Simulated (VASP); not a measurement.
Input of a VASP 6.6.1 run:

File INCAR:

```
PREC     = Accurate       # precision mode
ENCUT    = 500            # plane-wave cutoff, eV
EDIFF    = 1E-6           # SCF threshold, eV
ISMEAR   = 0              # smearing method
SIGMA    = 0.01           # smearing width, eV
LREAL    = False          # projectors in reciprocal space
LASPH    = True           # aspherical terms in the spheres
NELM     = 120            # most SCF steps
ALGO     = Normal         # electronic algorithm
ISIF     = 2              # what is computed and relaxed
LWAVE    = False          # write WAVECAR
LCHARG   = True           # write CHGCAR
GGA      = PS             # functional
LELF     = True           # ELF
LVHAR    = True         
NBANDS   = 11             # bands
GGA_COMPAT= False
```

Contents of KPOINTS:

```
regular mesh
0
Gamma
  4 4 4
```

Contents of POSCAR:

```
AlP
1.0
    0.0000000000      2.7350000000      2.7350000000
    2.7350000000      0.0000000000      2.7350000000
    2.7350000000      2.7350000000      0.0000000000
Al P
1 1
Direct
    0.0000000000      0.0000000000      0.0000000000
    0.2500000000      0.2500000000      0.2500000000
```

Potentials or basis: VASP PAW PBE potentials, release 64 (Al, P).

The run is started by

```console
$ cat potpaw_PBE.64/Al/POTCAR potpaw_PBE.64/P/POTCAR > POTCAR
$ mpirun -np 1 vasp_std > vasp.out
```

Problem. Estimate the pressure.

Solution. 0.5 GPa.

Problem. What does it give for the band gap on the k mesh?

Solution. 1.42 eV, indirect (least direct gap 3.15 eV).

Caveat: the k points lie up to 0.50 Å⁻¹ apart; the PAW data sets were made with another functional, which shifts forces and pressure a little. A k mesh can miss the band edges.
